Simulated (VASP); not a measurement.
Crystal: GaP.

```
Ga P
1.0
     0.00000    2.72525    2.72525
     2.72525    0.00000    2.72525
     2.72525    2.72525    0.00000
Ga P
1 1
Cartesian
  0.0000 0.0000 0.0000
  4.0879 4.0879 4.0879
```

Base run:

```yaml
Program: VASP 6.6.1
Functional: PBE
Potentials_or_basis: VASP PAW PBE potentials, release 64 (Ga_d, P)
Cutoff: 500 eV
k_mesh: 10 × 10 × 10
Occupations: tetrahedron
Spin: no spin polarisation
```

Its results: band gap on the k mesh 1.60 eV, indirect (least direct gap 1.83 eV); pressure 2.4 GPa.

**Question.** The run is repeated on the same cell with these changes: functional from PBE to PBEsol; cutoff from 500 eV to 520 eV; occupations from tetrahedron to gaussian, width 0.05 eV. What comes out?

**Answer.** Band gap on the k mesh 1.48 eV, indirect (least direct gap 1.75 eV); pressure -0.6 GPa.

Caveats: the PAW data sets were made with another functional, which shifts forces and pressure a little (some runs).

A k mesh can miss the band edges.
